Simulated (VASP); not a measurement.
## LiCl: single point with PBE

The system is LiCl.

```
Li Cl
1.0
     3.92891    0.00000    0.00000
    -1.96446    3.40254    0.00000
     0.00000    0.00000    6.28361
Li Cl
2 2
Direct
  0.33333 0.66667 0.81557
  0.66667 0.33333 0.31557
  0.66667 0.33333 0.93448
  0.33333 0.66667 0.43448
```

* Program: VASP 6.6.1
* Task: single point
* Functional: PBE
* Potentials or basis: VASP PAW PBE potentials, release 64 (Li_sv, Cl)
* Cutoff: 520 eV
* k mesh: 6 × 6 × 4
* Occupations: gaussian, width 0.02 eV
* Spin: no spin polarisation

- Band gap on the k mesh: 5.94 eV

Levels at points of the mesh, in eV from the valence-band top:
```csv
k point,band 7,band 8,band 9,band 10,band 11,band 12,band 13,band 14
"(0.00, 0.00, 0.00)",-0.40,-0.08,-0.08,0.00,5.94,8.17,9.94,9.94
"(0.50, 0.00, 0.00)",-1.14,-0.91,-0.58,-0.34,7.84,7.96,9.07,10.28
"(0.00, 0.00, 0.50)",-0.24,-0.24,-0.24,-0.24,7.24,7.24,10.15,10.15
"(0.50, 0.00, 0.50)",-0.64,-0.64,-0.57,-0.57,7.38,7.38,9.90,9.90
```

Run time: 40 s on 1 thread of Oxide Virtual Turin-like Processor, with other jobs on the host, peak memory 0.16 GiB.

 A k mesh can miss the band edges.
